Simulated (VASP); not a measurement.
A run of VASP 6.6.1 is set up as follows.

Contents of INCAR:

```
PREC = Accurate
ENCUT = 600
EDIFF = 1E-6
ISMEAR = 0
SIGMA = 0.1
LREAL = False
LASPH = True
NELM = 60
ALGO = Normal
ISIF = 3
LWAVE = False
LCHARG = False
GGA = PE
IBRION = 2
NSW = 100
EDIFFG = -0.01
```

Contents of KPOINTS:

```
Automatic mesh
0
Gamma
  14 14 14
```

File POSCAR:

```
BeS2
1.0
    0.0000000000      2.8432300275      2.8432300275
    2.8432300275      0.0000000000      2.8432300275
    2.8432300275      2.8432300275      0.0000000000
Be S
1 2
Direct
    0.0000000000      0.0000000000      0.0000000000
    0.2500000000      0.2500000000      0.2500000000
    0.7500000000      0.7500000000      0.7500000000
```

Potentials or basis: VASP PAW PBE potentials, release 64 (Be, S).

The run is started by

```sh
$ cat potpaw_PBE.64/Be/POTCAR potpaw_PBE.64/S/POTCAR > POTCAR
$ mpirun -np 1 vasp_std > vasp.out
```

Q: What does it give for the space group after relaxing (to 0.1 Å)?

A: Fm-3m (No. 225).

Q: What does it give for the band gap on the k mesh?

A: Zero (bands 7 and 8 overlap by 4.14 eV).

Q: Estimate the relaxed volume.

A: 15.28 Å³/atom.

Final structure:
```cif
data_structure
_symmetry_space_group_name_H-M 'P 1'
_symmetry_Int_Tables_number 1
_cell_length_a 4.0171
_cell_length_b 4.0171
_cell_length_c 4.0171
_cell_angle_alpha 60.000
_cell_angle_beta 60.000
_cell_angle_gamma 60.000
_cell_volume 45.84
loop_
_atom_site_label
_atom_site_type_symbol
_atom_site_fract_x
_atom_site_fract_y
_atom_site_fract_z
_atom_site_occupancy
Be1 Be 0.00000 0.00000 0.00000 1
S1 S 0.25000 0.25000 0.25000 1
S2 S 0.75000 0.75000 0.75000 1
```
